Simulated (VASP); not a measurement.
# Ca2MgAs2 (P4/mmm) in VASP: further runs, part 3 of 3

VASP 6.6.1. Earlier steps stand in the parts before.

### 5 Single point, PBE

This run uses another cell than the first one, of 27.36 Å³/atom, 1.044 times its volume.

INCAR reads:

```
SYSTEM = Ca2MgAs2
PREC = Accurate ; ENCUT = 520
EDIFF = 1E-7 ; ISMEAR = 0
SIGMA = 0.1 ; LREAL = .FALSE.
LASPH = .TRUE. ; NELM = 100
ALGO = Normal ; ISIF = 2
LWAVE = .FALSE. ; LCHARG = .TRUE.
GGA = PE ; LELF = .TRUE.
LVHAR = .TRUE. ; NBANDS = 24
```

KPOINTS reads:

```
regular mesh
0
G
  10 10 4
  0 0 0
```

POSCAR reads:

```
Ca2MgAs2
1.0
    3.6024953867      0.0000000000      0.0000000000
    0.0000000000      3.6024953867      0.0000000000
    0.0000000000      0.0000000000     10.5398800092
Ca Mg As
2 1 2
Direct
    0.0000000000      0.0000000000      0.8098436408
    0.0000000000      0.0000000000      0.1901563592
    0.0000000000      0.0000000000      0.5000000000
    0.5000000000      0.5000000000      0.3433534123
    0.5000000000      0.5000000000      0.6566465877
```

Potentials or basis: VASP PAW PBE potentials, release 64 (Ca_sv, Mg, As).

Command:

```
cat potpaw_PBE.64/Ca_sv/POTCAR potpaw_PBE.64/Mg/POTCAR potpaw_PBE.64/As/POTCAR > POTCAR
mpirun -np 1 vasp_std > vasp.out
```

OUTCAR:

```text
SYSTEM = Ca2MgAs2
   PREC = Accurate
   ENCUT = 520
   EDIFF = 1E-7
   ISMEAR = 0
   LREAL = .FALSE.
   LASPH = .TRUE.
   NELM = 100
   ISIF = 2
   GGA = PE

 ion  position               nearest neighbor table
   1  0.000  0.000  0.810-   5 3.02   5 3.02   5 3.02   5 3.02   3 3.27
   2  0.000  0.000  0.190-   4 3.02   4 3.02   4 3.02   4 3.02   3 3.27
   3  0.000  0.000  0.500-   4 3.04   5 3.04   4 3.04   5 3.04   4 3.04   5 3.04   4 3.04   5 3.04
                             1 3.27   2 3.27
   4  0.500  0.500  0.343-   2 3.02   2 3.02   2 3.02   2 3.02   3 3.04   3 3.04   3 3.04   3 3.04

   5  0.500  0.500  0.657-   1 3.02   1 3.02   1 3.02   1 3.02   3 3.04   3 3.04   3 3.04   3 3.04

  LATTYP: Found a simple tetragonal cell.
 ALAT       =     3.6024953867
 C/A-ratio  =     2.9257164487

  Lattice vectors:

 A1 = (   3.6024953867,   0.0000000000,   0.0000000000)
 A2 = (   0.0000000000,   3.6024953867,   0.0000000000)
 A3 = (   0.0000000000,   0.0000000000,  10.5398800092)

Analysis of symmetry for initial positions (statically):
=====================================================================
 Subroutine PRICEL returns:
 Original cell was already a primitive cell.

 Routine SETGRP: Setting up the symmetry group for a
 simple tetragonal supercell.

 Subroutine GETGRP returns: Found 16 space group operations
 (whereof 16 operations were pure point group operations)
 out of a pool of 16 trial point group operations.

The static configuration has the point symmetry D_4h.

Analysis of symmetry for dynamics (positions and initial velocities):
=====================================================================
 Subroutine PRICEL returns:
 Original cell was already a primitive cell.

 Routine SETGRP: Setting up the symmetry group for a
 simple tetragonal supercell.

 Subroutine GETGRP returns: Found 16 space group operations
 (whereof 16 operations were pure point group operations)
 out of a pool of 16 trial point group operations.

The dynamic configuration has the point symmetry D_4h.

 Subroutine INISYM returns: Found 16 space group operations
 (whereof 16 operations are pure point group operations),
 and found     1 'primitive' translations

----------------------------------------------------------------------------------------

                                     Primitive cell

  volume of cell :     136.7863

  direct lattice vectors                    reciprocal lattice vectors
     3.602495387  0.000000000  0.000000000     0.277585366  0.000000000  0.000000000
     0.000000000  3.602495387  0.000000000     0.000000000  0.277585366  0.000000000
     0.000000000  0.000000000 10.539880009     0.000000000  0.000000000  0.094877740

  length of vectors
     3.602495387  3.602495387 10.539880009     0.277585366  0.277585366  0.094877740

  position of ions in fractional coordinates (direct lattice)
     0.000000000  0.000000000  0.809843641
     0.000000000  0.000000000  0.190156359
     0.000000000  0.000000000  0.500000000
     0.500000000  0.500000000  0.343353412
     0.500000000  0.500000000  0.656646588

  ion indices of the primitive-cell ions
   primitive index   ion index
                 1           1
[... 29 lines left out ...]
 Found     63 irreducible k-points:

 Following reciprocal coordinates:
            Coordinates               Weight
  0.000000  0.000000  0.000000      1.000000
  0.100000  0.000000  0.000000      4.000000
  0.200000  0.000000  0.000000      4.000000
  0.300000  0.000000  0.000000      4.000000
  0.400000  0.000000  0.000000      4.000000
  0.500000  0.000000  0.000000      2.000000
[... 16 lines left out ...]
  0.100000  0.000000  0.250000      8.000000
  0.200000  0.000000  0.250000      8.000000
 [... further k-points ...]
   k-points           NKPTS =     63   k-points in BZ     NKDIM =     63   number of bands    NBANDS=     24
   number of dos      NEDOS =    301   number of ions     NIONS =      5
   total plane-waves  NPLWV =  62720
   dimension x,y,z NGX =    28 NGY =   28 NGZ =   80
   dimension x,y,z NGXF=    56 NGYF=   56 NGZF=  160
   ions per type =               2   1   2
   NGX,Y,Z   is equivalent  to a cutoff of  12.92, 12.92, 12.62 a.u.
   NGXF,Y,Z  is equivalent  to a cutoff of  25.84, 25.84, 25.24 a.u.
 SYSTEM =  Ca2MgAs2
   PREC   = accura    normal or accurate (medium, high low for compatibility)
   ISTART =      0    job   : 0-new  1-cont  2-samecut
   ICHARG =      2    charge: 1-file 2-atom 10-const
   ISPIN  =      1    spin polarized calculation?
   LNONCOLLINEAR =      F non collinear calculations
   LSORBIT =      F    spin-orbit coupling
   LASPH  =      T    aspherical Exc in radial PAW
   ENCUT  =  520.0 eV  38.22 Ry    6.18 a.u.   6.70  6.70 19.60*2*pi/ulx,y,z
   NELM   =    100;   NELMIN=  2; NELMDL= -5     # of ELM steps
   EDIFF  = 0.1E-06   stopping-criterion for ELM
   LREAL  =      F    real-space projection
   EDIFFG = 0.1E-05   stopping-criterion for IOM
   NSW    =      0    number of steps for IOM
   IBRION =     -1    ionic relax: 0-MD 1-quasi-New 2-CG
   NFREE  =      0    steps in history (QN), initial steepest desc. (CG)
   ISIF   =      2    stress and relaxation
   ISYM   =      2    0-nonsym 1-usesym 2-fastsym
   POTIM  = 0.5000    time-step for ionic-motion
   TEBEG  =    0.0;   TEEND  =   0.0 temperature during run
   PSTRESS=    0.0 pullay stress
   NELECT =      32.0000    total number of electrons
   NUPDOWN=      -1.0000    fix difference up-down
   EMIN   =  10.00;   EMAX   =-10.00  energy-range for DOS
   EFERMI =   0.00;   METHOD = LEGACY
   ISMEAR =     0;   SIGMA  =   0.10  broadening in eV -4-tet -1-fermi 0-gaus
   EFERMI_NEDOS =   21; number of points for ismear=-14 and -15
   IALGO  =     38    algorithm
   IMIX   =      4    mixing-type and parameters
     AMIX     =   0.40;   BMIX     =  1.00
     AMIX_MAG =   1.60;   BMIX_MAG =  1.00
  volume/ion in A,a.u.               =      27.36       184.62
  Fermi-wavevector in a.u.,A,eV,Ry     =   1.008736  1.906234 13.844572  1.017547
  Thomas-Fermi vector in A             =   2.141621
   LORBIT       =      0    0 simple, 1 ext, 2 COOP (PROOUT), +10 PAW based schemes
   GGA     = PE    functional components
   LHFCALC =     F    Hartree Fock is set to
   AEXX    =    0.0000 exact exchange contribution
   IVDW    =     0    specifies the selected vdW correction
   LEPSILON=     F    determine dielectric tensor
   LRPA    =     F    only Hartree local field effects (RPA)
 non-spin polarized calculation
 Gauss-broadening in eV      SIGMA  =   0.10
  energy-cutoff  :      520.00
  volume of cell :      136.79
 maximum number of plane-waves:      3732
 NGX is ok and might be reduce to    28
   NGX = 13   NGY = 13   NGZ = 39

 number of electron      32.0000003 magnetization

 Free energy of the ion-electron system (eV)
  ---------------------------------------------------
  ext. energy  EPLUGINS =         0.00000000
  ---------------------------------------------------
  free energy    TOTEN  =       -16.91590810 eV

  energy without entropy =      -16.89945718  energy(sigma->0) =      -16.90768264

 E-fermi :   3.2638     XC(G=0):  -8.7252

 val. band max:        3.2503590710   @ k =   0.3000   0.1000   0.0000
 cond. band min:       3.2826633124   @ k =   0.4000   0.0000   0.2500
 fundamental gap:      0.0323042414
 Fermi energy:         3.2637564845

 k-point     1 :       0.0000    0.0000    0.0000
  band No.  band energies     occupation
      1     -38.1942      2.00000
      2     -38.1924      2.00000
      3     -19.2786      2.00000
      4     -19.2474      2.00000
      5     -19.1323      2.00000
      6     -19.1323      2.00000
[... 637 lines left out ...]
     23       6.9350      0.00000
     24       7.1432      0.00000

 [... further k-points ...]

------------------------ aborting loop because EDIFF is reached ----------------------------------------

  FORCE on cell =-STRESS in cart. coord.  units (eV):
  Direction    XX          YY          ZZ          XY          YZ          ZX
  --------------------------------------------------------------------------------------
  -------------------------------------------------------------------------------------
  Total        0.0812341      0.0812341      0.0402044      0.0000000      0.0000000     -0.0000000
  in kB        0.9514942      0.9514942      0.4709135      0.0000000      0.0000000     -0.0000000
  external PRESSURE =       0.7913007 kB  Pullay stress =       0.0000000 kB

 VOLUME and BASIS-vectors are now :
 -----------------------------------------------------------------------------
  energy-cutoff  :      520.00
  volume of cell :      136.79
      direct lattice vectors                 reciprocal lattice vectors
     3.602495387  0.000000000  0.000000000     0.277585366  0.000000000  0.000000000
     0.000000000  3.602495387  0.000000000     0.000000000  0.277585366  0.000000000
     0.000000000  0.000000000 10.539880009     0.000000000  0.000000000  0.094877740

 POSITION                                       TOTAL-FORCE (eV/Angst)
 -----------------------------------------------------------------------------------
      0.00000      0.00000      8.53565        -0.000000      0.000000      0.019105
      0.00000      0.00000      2.00423         0.000000      0.000000     -0.019105
      0.00000      0.00000      5.26994        -0.000000      0.000000      0.000000
      1.80125      1.80125      3.61890        -0.000000      0.000000      0.024989
      1.80125      1.80125      6.92098         0.000000     -0.000000     -0.024989
 -----------------------------------------------------------------------------------
    total drift:                               -0.000000      0.000000      0.000000

  FREE ENERGIE OF THE ION-ELECTRON SYSTEM (eV)
  ---------------------------------------------------
  free  energy   TOTEN  =       -16.9159081020 eV

  energy  without entropy=      -16.8994571808  energy(sigma->0) =      -16.90768264
```

stdout:

```text
POSCAR found type information on POSCAR CaMgAs
 POSCAR found :  3 types and       5 ions
 scaLAPACK will be used
 LDA part: xc-table for (Slater+PW92), standard interpolation
 POSCAR, INCAR and KPOINTS ok, starting setup
 FFT: planning ... GRIDC
 FFT: planning ... GRID_SOFT
 FFT: planning ... GRID
 WAVECAR not read
 entering main loop
```

Run time: 4.3 min. Hardware: 1 thread of Intel Xeon Platinum 8259CL at 2.50GHz (Skylake/Cascade Lake), shared host; peak memory 0.38 GiB.

What came out:

| Quantity | Value |
| --- | --- |
| Free energy | -16.9159 eV |
| Pressure | 0.1 GPa |
| Largest force | 0.025 eV/Å |
| Band gap on the k mesh | zero (band 16 reaches 3.74 eV, above the bottom of band 17 at 2.60 eV) |

Forces in eV/Å, atoms in the order of the input:
```
Ca   0.000  0.000  0.019
Ca   0.000  0.000 -0.019
Mg   0.000  0.000  0.000
As   0.000  0.000  0.025
As   0.000  0.000 -0.025
```

### 6 Relaxation of cell and atoms, PBE

This run uses another cell than the first one, of 27.21 Å³/atom, 1.039 times its volume.

INCAR reads:

```
PREC = Accurate
ENCUT = 600
EDIFF = 1E-6
ISMEAR = 0
SIGMA = 0.1
LREAL = False
LASPH = True
NELM = 100
ALGO = Normal
ISIF = 3
LWAVE = False
LCHARG = False
GGA = PE
IBRION = 2
NSW = 100
EDIFFG = -0.01
```

KPOINTS reads:

```
Automatic mesh
0
Gamma
  10 10 4
```

POSCAR reads:

```
Ca2MgAs2
1.0
    3.5839842660      0.0000000000      0.0000000000
    0.0000000000      3.5839842660      0.0000000000
    0.0000000000      0.0000000000     10.5919003434
Ca Mg As
2 1 2
Direct
    0.0000000000      0.0000000000      0.8128052504
    0.0000000000      0.0000000000      0.1871947496
    0.0000000000      0.0000000000      0.5000000000
    0.5000000000      0.5000000000      0.3417091834
    0.5000000000      0.5000000000      0.6582908166
```

Potentials or basis: VASP PAW PBE potentials, release 64 (Ca_sv, Mg, As).

Command:

```
cat potpaw_PBE.64/Ca_sv/POTCAR potpaw_PBE.64/Mg/POTCAR potpaw_PBE.64/As/POTCAR > POTCAR
mpirun -np 1 vasp_std > vasp.out
```

Wall time 21 min (1 thread of Intel Xeon Platinum 8259CL at 2.50GHz (Skylake/Cascade Lake), shared host); peak memory 0.46 GiB.

The run converged. Its results:

- Free energy: -16.9165 eV
- Relaxed volume: 27.39 Å³/atom
- Relaxed cell: a = 3.604 Å, b = 3.604 Å, c = 10.542 Å, α = 90.00°, β = 90.00°, γ = 90.00°
- Space group after relaxing (to 0.05 Å): P4/mmm (No. 123)
- Energy gained by relaxing: 0.8 meV/atom
- Ionic steps: 9
- Pressure after relaxing: 0.0 GPa
- Largest force after relaxing: 0.007 eV/Å
- Band gap on the k mesh: zero (band 16 reaches 3.74 eV, above the bottom of band 17 at 2.58 eV)

Forces in eV/Å, atoms in the order of the input:
```
Ca   0.000  0.000 -0.003
Ca   0.000  0.000  0.003
Mg   0.000  0.000  0.000
As   0.000  0.000 -0.007
As   0.000  0.000  0.007
```

Step by step:
```tsv
step	energy change (eV)	largest force (eV/Å)	pressure (GPa)	volume (Å³)
1	0.0000	0.0687	0.06	136.05
2	-0.0012	0.0496	-0.01	136.27
3	-0.0021	0.0593	-0.15	136.66
4	-0.0028	0.0354	0.03	136.15
5	-0.0028	0.0310	0.06	136.06
6	-0.0031	0.0255	0.06	136.21
7	-0.0036	0.0125	0.02	136.64
8	-0.0034	0.0174	-0.04	137.51
9	-0.0038	0.0074	0.00	136.96
```

Final structure:
```yaml
crystal:
  lattice:
    - [3.60441, 0.00000, 0.00000]
    - [0.00000, 3.60441, 0.00000]
    - [0.00000, 0.00000, 10.54221]
  atoms:
    - { symbol: Ca, position: [0.00000, 0.00000, 0.81001] }
    - { symbol: Ca, position: [0.00000, 0.00000, 0.18999] }
    - { symbol: Mg, position: [0.00000, 0.00000, 0.50000] }
    - { symbol: As, position: [0.50000, 0.50000, 0.34397] }
    - { symbol: As, position: [0.50000, 0.50000, 0.65603] }
```

Levels at points of the mesh, in eV from the Fermi level:
```
           k point  band 12  band 13  band 14  band 15  band 16  band 17  band 18  band 19  band 20
(0.00, 0.00, 0.00)    -2.21    -1.57    -0.28    -0.28     0.33     0.33     1.16     1.32     1.85
(0.50, 0.00, 0.00)    -3.89    -2.96    -0.37    -0.21     0.15     0.29     0.70     1.34     1.43
(0.50, 0.50, 0.00)    -3.74    -2.85    -2.85    -2.45    -0.51    -0.38     1.39     1.82     1.82
(0.00, 0.00, 0.50)    -2.90    -0.56    -0.27    -0.27     0.32     0.32     1.13     1.20     1.27
(0.50, 0.00, 0.50)    -3.94    -2.93    -0.77     0.30     0.33     0.48     0.69     0.76     1.69
(0.50, 0.50, 0.50)    -3.74    -2.85    -2.85    -2.41    -0.66    -0.29     0.99     1.87     1.87
```

### 7 Overview

| task | cell | k mesh | cutoff (eV) | gap on the mesh (eV) | pressure (GPa) | relaxed volume (Å³/atom) | largest force (eV/Å) |
| --- | --- | --- | --- | --- | --- | --- | --- |
| relaxation of cell and atoms | relaxed from a = 4.143, b = 4.143, c = 7.631 Å, 5 atoms | 4 × 4 × 2 | 600 | none | 0.1 | 25.37 | 0.02 |
| single point | a = 3.584, b = 3.584, c = 10.592 Å, 5 atoms | 6 × 6 × 2 | 520 | none | 0.0 | - | 0.02 |
| relaxation of cell and atoms | relaxed from a = 3.390, b = 3.390, c = 11.081 Å, 5 atoms | 6 × 6 × 2 | 600 | none | 0.0 | 27.23 | 0.04 |
| single point | a = 3.602, b = 3.602, c = 10.540 Å, 5 atoms | 10 × 10 × 4 | 520 | none | 0.1 | - | 0.02 |
| relaxation of cell and atoms | relaxed from a = 3.584, b = 3.584, c = 10.592 Å, 5 atoms | 10 × 10 × 4 | 600 | none | 0.0 | 27.39 | 0.01 |

Alike in all rows: level PBE; potentials or basis VASP PAW PBE potentials, release 64 (Ca_sv, Mg, As); no spin polarisation; smearing gaussian 0.1 eV.

Caveats: some runs use coarse meshes.

Total energies depend on the potentials used, so only differences within one code and one set of settings carry meaning.
